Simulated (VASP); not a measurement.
Input of a VASP 6.6.1 run:

File INCAR:

```
ALGO = Fast
DIPOL = 0.5 0.5 0.321
EDIFF = 1E-6
EDIFFG = -0.025
ENCUT = 520
GGA = PE
IBRION = 2
IDIPOL = 3
ISIF = 2
ISMEAR = 0
LASPH = True
LCHARG = False
LDIPOL = True
LREAL = False
LWAVE = False
NELM = 60
NSW = 36
PREC = Accurate
SIGMA = 0.1
```

Contents of KPOINTS:

```
k-points
0
Gamma
  5 5 1
```

Contents of POSCAR:

```
Al12H
1.0
    5.7135165837      0.0000000000      0.0000000000
    0.0000000000      5.7135165837      0.0000000000
    0.0000000000      0.0000000000     19.6746954375
Al H
12 1
Selective dynamics
Direct
    0.2500000000      0.2500000000      0.2033068320  F F F
    0.2500000000      0.7500000000      0.2033068320  F F F
    0.7500000000      0.2500000000      0.2033068320  F F F
    0.7500000000      0.7500000000      0.2033068320  F F F
    0.0000000000      0.0000000000      0.3092728611  F F F
    0.0000000000      0.5000000000      0.3092728611  F F F
    0.5000000000      0.0000000000      0.3092728611  F F F
    0.5000000000      0.5000000000      0.3092728611  F F F
    0.2500000000      0.2500000000      0.4154928580  F F F
    0.2500000000      0.7500000000      0.4154928580  F F F
    0.7500000000      0.2500000000      0.4154928580  F F F
    0.7500000000      0.7500000000      0.4154928580  F F F
    0.4166666667      0.4166666667      0.4588620461  F F T
```

Potentials or basis: VASP PAW PBE potentials, release 64 (Al, H).

Run with:

```sh
$ cat potpaw_PBE.64/Al/POTCAR potpaw_PBE.64/H/POTCAR > POTCAR
$ mpirun -np 1 vasp_std > vasp.out
```

**Question.** What does it give for the band gap on the k mesh?

**Answer.** Zero (an odd number of electrons rules out a gap without spin polarisation).

**Question.** Estimate the energy gained by relaxing.

**Answer.** 5.9 meV/atom.

The path:
| step | energy change (eV) | largest force on free atoms (eV/Å) | pressure (GPa) |
| --- | --- | --- | --- |
| 1 | 0.0000 | 0.7885 | -1.16 |
| 2 | -0.0271 | 0.6346 | -1.19 |
| 3 | -0.0732 | 0.1772 | -1.29 |
| 4 | -0.0773 | 0.0074 | -1.32 |
